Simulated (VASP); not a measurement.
# CaAs2 (Pmmm) in VASP: relaxation of cell and atoms with PBE

Aim: the relaxation of cell and atoms of CaAs2 with PBE.

Everything below comes from runs of VASP 6.6.1. Logs are shortened: lines on timing, memory, paths and dates and some standing lists are left out, and cuts for length are marked.

### Step 1. The cell of the first run

It takes space group Pmmm (No. 47, orthorhombic). Conventional cell: a = 2.915 Å, b = 4.396 Å, c = 5.793 Å, α = 90.00°, β = 90.00°, γ = 90.00°. Ca (site symmetry mmm) has 2 Ca at 2.91 Å and 8 As at 3.08 Å within 3.8 Å. As (site symmetry mm2) has 4 As at 2.61 to 3.18 Å and 4 Ca at 3.08 Å within 3.4 Å.

### Step 2. Relaxation of cell and atoms, PBE

INCAR

```
SYSTEM = CaAs2
PREC = Accurate ; ENCUT = 600
EDIFF = 1E-6 ; ISMEAR = 0
SIGMA = 0.1 ; LREAL = .False.
LASPH = .True. ; NELM = 100
ALGO = Normal ; ISIF = 3
LWAVE = .False. ; LCHARG = .False.
GGA = PE ; IBRION = 2
NSW = 100 ; EDIFFG = -0.01
```

KPOINTS

```
Automatic mesh
0
Gamma
  16 10 8
  0 0 0
```

POSCAR

```
CaAs2
1.0
    2.9146443976      0.0000000000      0.0000000000
    0.0000000000      4.3963785366      0.0000000000
    0.0000000000      0.0000000000      5.7929079095
Ca As
1 2
Direct
    0.0000000000      0.5000000000      0.5000000000
    0.5000000000      0.0000000000      0.7745828913
    0.5000000000      0.0000000000      0.2254171087
```

Potentials or basis: VASP PAW PBE potentials, release 64 (Ca_sv, As).

Started as:

```
cat potpaw_PBE.64/Ca_sv/POTCAR potpaw_PBE.64/As/POTCAR > POTCAR
mpirun -np 1 vasp_std > vasp.out
```

OUTCAR:

```text
SYSTEM = CaAs2
   PREC = Accurate
   ENCUT = 600
   EDIFF = 1E-6
   ISMEAR = 0
   LREAL = .False.
   LASPH = .True.
   NELM = 100
   ISIF = 3
   GGA = PE
   IBRION = 2
   NSW = 100
   EDIFFG = -0.01

 ion  position               nearest neighbor table
   1  0.000  0.500  0.500-
   2  0.500  0.000  0.775-   3 2.61
   3  0.500  0.000  0.225-   2 2.61

  LATTYP: Found a simple orthorhombic cell.
 ALAT       =     2.9146443976
 B/A-ratio  =     1.5083756153
 C/A-ratio  =     1.9875178990

  Lattice vectors:

 A1 = (   2.9146443976,   0.0000000000,   0.0000000000)
 A2 = (   0.0000000000,   4.3963785366,   0.0000000000)
 A3 = (   0.0000000000,   0.0000000000,   5.7929079095)

Analysis of symmetry for initial positions (statically):
=====================================================================
 Subroutine PRICEL returns:
 Original cell was already a primitive cell.

 Routine SETGRP: Setting up the symmetry group for a
 simple orthorhombic supercell.

 Subroutine GETGRP returns: Found  8 space group operations
 (whereof  8 operations were pure point group operations)
 out of a pool of  8 trial point group operations.

The static configuration has the point symmetry D_2h.

Analysis of symmetry for dynamics (positions and initial velocities):
=====================================================================
 Subroutine PRICEL returns:
 Original cell was already a primitive cell.

 Routine SETGRP: Setting up the symmetry group for a
 simple orthorhombic supercell.

 Subroutine GETGRP returns: Found  8 space group operations
 (whereof  8 operations were pure point group operations)
 out of a pool of  8 trial point group operations.

The dynamic configuration has the point symmetry D_2h.

 Subroutine INISYM returns: Found  8 space group operations
 (whereof  8 operations are pure point group operations),
 and found     1 'primitive' translations

----------------------------------------------------------------------------------------

                                     Primitive cell

  volume of cell :      74.2296

  direct lattice vectors                    reciprocal lattice vectors
     2.914644398  0.000000000  0.000000000     0.343095028  0.000000000  0.000000000
     0.000000000  4.396378537  0.000000000     0.000000000  0.227459940  0.000000000
     0.000000000  0.000000000  5.792907910     0.000000000  0.000000000  0.172624874

  length of vectors
     2.914644398  4.396378537  5.792907910     0.343095028  0.227459940  0.172624874

  position of ions in fractional coordinates (direct lattice)
     0.000000000  0.500000000  0.500000000
     0.500000000  0.000000000  0.774582891
     0.500000000  0.000000000  0.225417109

  ion indices of the primitive-cell ions
   primitive index   ion index
                 1           1
                 2           2
                 3           3

----------------------------------------------------------------------------------------

 KPOINTS: Automatic mesh

Automatic generation of k-mesh.
 Grid dimensions read from file:
 generate k-points for:   16   10    8

 Generating k-lattice:

  Cartesian coordinates                     Fractional coordinates (reciprocal lattice)
     0.021443439  0.000000000  0.000000000     0.062500000  0.000000000  0.000000000
     0.000000000  0.022745994  0.000000000     0.000000000  0.100000000  0.000000000
     0.000000000  0.000000000  0.021578109     0.000000000  0.000000000  0.125000000

  Length of vectors
     0.021443439  0.022745994  0.021578109

  Shift w.r.t. Gamma in fractional coordinates (k-lattice)
     0.000000000  0.000000000  0.000000000

 Subroutine IBZKPT returns following result:
 ===========================================

 Found    270 irreducible k-points:

 Following reciprocal coordinates:
            Coordinates               Weight
  0.000000  0.000000  0.000000      1.000000
  0.062500  0.000000  0.000000      2.000000
  0.125000  0.000000  0.000000      2.000000
  0.187500  0.000000  0.000000      2.000000
  0.250000  0.000000  0.000000      2.000000
  0.312500  0.000000  0.000000      2.000000
[... 16 lines left out ...]
  0.250000  0.200000  0.000000      4.000000
  0.312500  0.200000  0.000000      4.000000
 [... further k-points ...]
   k-points           NKPTS =    270   k-points in BZ     NKDIM =    270   number of bands    NBANDS=     14
   number of dos      NEDOS =    301   number of ions     NIONS =      3
   total plane-waves  NPLWV =  41472
   dimension x,y,z NGX =    24 NGY =   36 NGZ =   48
   dimension x,y,z NGXF=    48 NGYF=   72 NGZF=   96
   ions per type =               1   2
   NGX,Y,Z   is equivalent  to a cutoff of  13.69, 13.61, 13.78 a.u.
   NGXF,Y,Z  is equivalent  to a cutoff of  27.38, 27.23, 27.55 a.u.
 SYSTEM =  CaAs2
   PREC   = accura    normal or accurate (medium, high low for compatibility)
   ISTART =      0    job   : 0-new  1-cont  2-samecut
   ICHARG =      2    charge: 1-file 2-atom 10-const
   ISPIN  =      1    spin polarized calculation?
   LNONCOLLINEAR =      F non collinear calculations
   LSORBIT =      F    spin-orbit coupling
   LASPH  =      T    aspherical Exc in radial PAW
   ENCUT  =  600.0 eV  44.10 Ry    6.64 a.u.   5.82  8.78 11.57*2*pi/ulx,y,z
   NELM   =    100;   NELMIN=  2; NELMDL= -5     # of ELM steps
   EDIFF  = 0.1E-05   stopping-criterion for ELM
   LREAL  =      F    real-space projection
   EDIFFG = -.1E-01   stopping-criterion for IOM
   NSW    =    100    number of steps for IOM
   IBRION =      2    ionic relax: 0-MD 1-quasi-New 2-CG
   NFREE  =      1    steps in history (QN), initial steepest desc. (CG)
   ISIF   =      3    stress and relaxation
   ISYM   =      2    0-nonsym 1-usesym 2-fastsym
   POTIM  = 0.5000    time-step for ionic-motion
   TEBEG  =    0.0;   TEEND  =   0.0 temperature during run
   PSTRESS=    0.0 pullay stress
   NELECT =      20.0000    total number of electrons
   NUPDOWN=      -1.0000    fix difference up-down
   EMIN   =  10.00;   EMAX   =-10.00  energy-range for DOS
   EFERMI =   0.00;   METHOD = LEGACY
   ISMEAR =     0;   SIGMA  =   0.10  broadening in eV -4-tet -1-fermi 0-gaus
   EFERMI_NEDOS =   21; number of points for ismear=-14 and -15
   IALGO  =     38    algorithm
   IMIX   =      4    mixing-type and parameters
     AMIX     =   0.40;   BMIX     =  1.00
     AMIX_MAG =   1.60;   BMIX_MAG =  1.00
  volume/ion in A,a.u.               =      24.74       166.98
  Fermi-wavevector in a.u.,A,eV,Ry     =   1.057367  1.998134 15.211652  1.118025
  Thomas-Fermi vector in A             =   2.192637
   LORBIT       =      0    0 simple, 1 ext, 2 COOP (PROOUT), +10 PAW based schemes
   GGA     = PE    functional components
   LHFCALC =     F    Hartree Fock is set to
   AEXX    =    0.0000 exact exchange contribution
   IVDW    =     0    specifies the selected vdW correction
   LEPSILON=     F    determine dielectric tensor
   LRPA    =     F    only Hartree local field effects (RPA)
 conjugate gradient relaxation of ions
 non-spin polarized calculation
 Gauss-broadening in eV      SIGMA  =   0.10
  energy-cutoff  :      600.00
  volume of cell :       74.23
 maximum number of plane-waves:      2500
 NGX is ok and might be reduce to    24
   NGX = 11   NGY = 17   NGZ = 23

--------------------------------------- Ionic step        1  -------------------------------------------

 number of electron      20.0000001 magnetization

 Free energy of the ion-electron system (eV)
  ---------------------------------------------------
  ext. energy  EPLUGINS =         0.00000000
  ---------------------------------------------------
  free energy    TOTEN  =       -12.61208000 eV

  energy without entropy =      -12.60603558  energy(sigma->0) =      -12.60905779

------------------------ aborting loop because EDIFF is reached ----------------------------------------

  FORCE on cell =-STRESS in cart. coord.  units (eV):
  Direction    XX          YY          ZZ          XY          YZ          ZX
  --------------------------------------------------------------------------------------
  -------------------------------------------------------------------------------------
  Total        2.2900178      0.0632888     -2.1579226      0.0000000      0.0000000      0.0000000
  in kB       49.4279010      1.3660294    -46.5767494      0.0000000      0.0000000      0.0000000
  external PRESSURE =       1.4057270 kB  Pullay stress =       0.0000000 kB
[... 92 lines left out ...]
  FREE ENERGIE OF THE ION-ELECTRON SYSTEM (eV)
  ---------------------------------------------------
  free  energy   TOTEN  =       -12.7653753721 eV

  energy  without entropy=      -12.7609934642  energy(sigma->0) =      -12.76318442

[... ionic steps 4 to 8 ...]

--------------------------------------- Ionic step        9  -------------------------------------------

 number of electron      19.9999999 magnetization

------------------------ aborting loop because EDIFF is reached ----------------------------------------
[... 69 lines left out ...]
--------------------------------------- Ionic step       11  -------------------------------------------

 number of electron      19.9999999 magnetization

 Free energy of the ion-electron system (eV)
  ---------------------------------------------------
  ext. energy  EPLUGINS =         0.00000000
  ---------------------------------------------------
  free energy    TOTEN  =       -12.77993229 eV

  energy without entropy =      -12.77637804  energy(sigma->0) =      -12.77815517

 E-fermi :   3.3870     XC(G=0):  -9.2086

 val. band max:        3.3513857334   @ k =   0.0625   0.0000   0.5000
 cond. band min:       3.3988922497   @ k =   0.0000   0.1000   0.5000
 fundamental gap:      0.0475065164
 Fermi energy:         3.3869636563

 k-point     1 :       0.0000    0.0000    0.0000
  band No.  band energies     occupation
      1     -37.2315      2.00000
      2     -18.2505      2.00000
      3     -18.2444      2.00000
      4     -18.0562      2.00000
      5      -8.9940      2.00000
      6      -5.5045      2.00000
      7      -1.6874      2.00000
      8       1.5012      2.00000
      9       3.0859      1.99998
     10       4.3356      0.00000
     11       5.4879      0.00000
     12       6.0214      0.00000
     13       7.1518      0.00000
     14       8.6162      0.00000
[... 377 lines left out ...]
      1     -37.1838      2.00000
      2     -18.4652      2.00000
      3     -18.2031      2.00000
      4     -18.1921      2.00000
      5      -7.9564      2.00000
      6      -4.5808      2.00000
      7      -0.6669      2.00000
      8       0.3761      2.00000
      9       1.3517      2.00000
     10       2.9666      2.00000
     11       3.8149      0.00000
     12       6.1205      0.00000
     13       7.1634      0.00000
     14       7.2486      0.00000

 [... further k-points ...]

------------------------ aborting loop because EDIFF is reached ----------------------------------------

  FORCE on cell =-STRESS in cart. coord.  units (eV):
  Direction    XX          YY          ZZ          XY          YZ          ZX
  --------------------------------------------------------------------------------------
  -------------------------------------------------------------------------------------
  Total       -0.0039581      0.0052016      0.0067774      0.0000000      0.0000000      0.0000000
  in kB       -0.0835978      0.1098612      0.1431426      0.0000000      0.0000000      0.0000000
  external PRESSURE =       0.0564687 kB  Pullay stress =       0.0000000 kB
[... 18 lines left out ...]
  FREE ENERGIE OF THE ION-ELECTRON SYSTEM (eV)
  ---------------------------------------------------
  free  energy   TOTEN  =       -12.7799322901 eV

  energy  without entropy=      -12.7763780439  energy(sigma->0) =      -12.77815517

 reached required accuracy - stopping structural energy minimisation
```

Run time: 8.9 min. Hardware: 1 thread of Intel Xeon 6975P-C (Granite Rapids), shared host; peak memory 0.51 GiB.

Results:

| Property | Result |
| --- | --- |
| Free energy | -12.7799 eV |
| Relaxed volume | 25.29 Å³/atom |
| Relaxed cell | a = 3.145 Å, b = 4.337 Å, c = 5.562 Å, α = 90.00°, β = 90.00°, γ = 90.00° |
| Space group after relaxing (to 0.05 Å) | Pmmm (No. 47) |
| Energy gained by relaxing | 56.0 meV/atom |
| Ionic steps | 11 |
| Pressure after relaxing | 0.0 GPa |
| Band gap on the k mesh | zero (band 10 reaches 5.40 eV, above the bottom of band 11 at 2.36 eV) |

Forces on the atoms (eV/Å):
```
Ca   0.000  0.000  0.000
As   0.000  0.000 -0.002
As   0.000  0.000  0.002
```

Step by step:
```csv
step,energy change (eV),largest force (eV/Å),pressure (GPa),volume (Å³)
1,0.0000,0.2456,0.14,74.23
2,-0.1306,0.1534,0.47,74.37
3,-0.1533,0.0574,1.03,74.36
4,-0.1641,0.1116,-0.32,76.31
5,-0.1641,0.1003,-0.23,76.17
6,-0.1662,0.0803,-0.07,75.96
7,-0.1672,0.0476,0.12,75.72
8,-0.1678,0.0260,-0.06,75.91
9,-0.1678,0.0257,-0.05,75.92
10,-0.1678,0.0197,0.04,75.82
11,-0.1679,0.0022,0.01,75.86
```

Final structure:
```yaml
crystal:
  lattice:
    - [3.14452, 0.00000, 0.00000]
    - [0.00000, 4.33715, 0.00000]
    - [0.00000, 0.00000, 5.56215]
  atoms:
    - { symbol: Ca, position: [0.00000, 0.50000, 0.50000] }
    - { symbol: As, position: [0.50000, 0.00000, 0.78074] }
    - { symbol: As, position: [0.50000, 0.00000, 0.21926] }
```
